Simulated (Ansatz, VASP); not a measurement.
# CoO: VASP beside Ansatz

INCAR

```
PREC     = Accurate       # precision mode
ENCUT    = 520            # plane-wave cutoff, eV
EDIFF    = 1E-6           # SCF threshold, eV
ISMEAR   = 1              # smearing method
SIGMA    = 0.1            # smearing width, eV
LREAL    = False          # projectors in reciprocal space
LASPH    = True           # aspherical terms in the spheres
NELM     = 150            # most SCF steps
ALGO     = Normal         # electronic algorithm
ISIF     = 2              # what is computed and relaxed
LWAVE    = False          # write WAVECAR
LCHARG   = False          # write CHGCAR
ISPIN    = 2              # spin polarisation
MAGMOM   = 3.2 3.2 0 0    # initial moments
LORBIT   = 11             # projections on sites
LMAXMIX  = 4              # l up to which the mixer works
GGA      = CA             # functional
NBANDS   = 27             # bands
```

KPOINTS

```
Automatic mesh
0
Gamma
  7 7 4
```

POSCAR

```
CoO
1.0
    3.1976457400      0.0000000000      0.0000000000
   -1.5988228700      2.7692424500      0.0000000000
    0.0000000000      0.0000000000      5.2287097100
Co O
2 2
Direct
    0.0000000000      0.0000000000      0.0034741400
    0.3333333333      0.6666666667      0.5033624100
    0.0000000000      0.0000000000      0.3716088500
    0.3333333333      0.6666666667      0.8715556000
```

Input for Ansatz:

```yaml
crystal:
  lattice:
    - [3.19764574, 0.0, 0.0]
    - [-1.59882287, 2.76924245, 0.0]
    - [0.0, 0.0, 5.22870971]
  atoms:
    - { symbol: Co, position: [0.0, 0.0, 0.00347414] }
    - { symbol: Co, position: [0.3333333333333333, 0.6666666666666666, 0.50336241] }
    - { symbol: O, position: [0.0, 0.0, 0.37160885] }
    - { symbol: O, position: [0.3333333333333333, 0.6666666666666666, 0.8715556] }
basis:
  ecutwfc: 420.0
kpoints:
  mp_grid:
    grid: [7, 7, 4]
    shift: [0.0, 0.0, 0.0]
hamiltonian:
  xc: lda
magnetization:
  spin_polarized: true
  per_species:
    Co: 3.2
scf:
  occupations:
    method: methfessel_paxton
  eigensolver:
    kind: davidson
output:
  write_density: true
  write_potential: true
  volumetric_format: npy
  elf: true
```

Alike in both runs: task single point; functional LDA; k mesh 7 × 7 × 4; collinear spin.

|  | VASP | Ansatz |
| --- | --- | --- |
| version | VASP 6.6.1 | Ansatz 0.2.0 |
| potentials or method | VASP PAW LDA potentials, release 64 (Co, O), cutoff 520 eV | plane waves, PAW |
| occupations | methfessel-paxton of order 1, width 0.1 eV | methfessel-paxton of order 1 |
| valence electrons in the cell | 30 | 46 |

```csv
,VASP,Ansatz,Ansatz less VASP
gap on the k mesh at the Fermi level (eV),none,none,-
net moment per atom (μB),1.36,0.00,-1.361
size of the moment on the site where the two differ most (μB),2.33,2.00,-0.330
```

The net moments are unlike, so the other rows may belong to different states. LDA's correlation is that of Perdew and Zunger in VASP and of Perdew and Wang (1992) in Ansatz. Site moments also hang on the region over which each program counts them. A gap of «none» marks a metal or a gap that the smearing closes. VASP's potentials hold 30 valence electrons a cell and Ansatz's 46, so a difference there can come from the potentials and not from the codes. Ansatz's warnings: given moment on shells, seeded moment not kept, stability check not made.
